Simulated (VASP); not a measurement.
Here is a VASP 6.6.1 calculation.

INCAR

```
SYSTEM = GaP
  PREC = Accurate
  ENCUT = 500
  EDIFF = 1E-7
  ISMEAR = -1
  SIGMA = 0.1
  LREAL = .FALSE.
  LASPH = .TRUE.
  NELM = 120
  ALGO = Normal
  ISIF = 3
  LWAVE = .FALSE.
  LCHARG = .FALSE.
  GGA = PE
  IBRION = 2
  NSW = 32
  EDIFFG = -0.005
  PSTRESS = 75.0
  GGA_COMPAT = .FALSE.
  NELMIN = 4
```

The input KPOINTS:

```
regular mesh
0
G
  14 14 14
  0 0 0
```

File POSCAR:

```
GaP
1.0
    3.1246759736      0.0000000000      0.0000000000
    0.0000000000      3.1246759736      0.0000000000
    0.0000000000      0.0000000000      3.1246759736
Ga P
1 1
Direct
    0.0000000000      0.0000000000      0.0000000000
    0.5000000000      0.5000000000      0.5000000000
```

Potentials or basis: VASP PAW PBE potentials, release 64 (Ga_d, P).

The run is started by

```console
$ cat potpaw_PBE.64/Ga_d/POTCAR potpaw_PBE.64/P/POTCAR > POTCAR
$ mpirun -np 1 vasp_std > vasp.out
```

Question: Estimate the relaxed cell.

Answer: a = 3.126 Å, b = 3.126 Å, c = 3.126 Å, α = 90.00°, β = 90.00°, γ = 90.00°.

Question: What does it give for the relaxed volume?

Answer: 15.27 Å³/atom.

Question: Predict the space group after relaxing (to 0.05 Å).

Answer: Pm-3m (No. 221).

Step by step:
| step | energy change (eV) | largest force (eV/Å) | pressure (GPa) | volume (Å³) |
| --- | --- | --- | --- | --- |
| 1 | 0.0000 | 0.0000 | 7.58 | 30.51 |
| 2 | -0.0016 | 0.0000 | 7.48 | 30.54 |

Caveat: the cell is relaxed towards a set pressure, so the enthalpy falls and the energy may rise; the bands computed are all filled at some k points, so no gap is given.
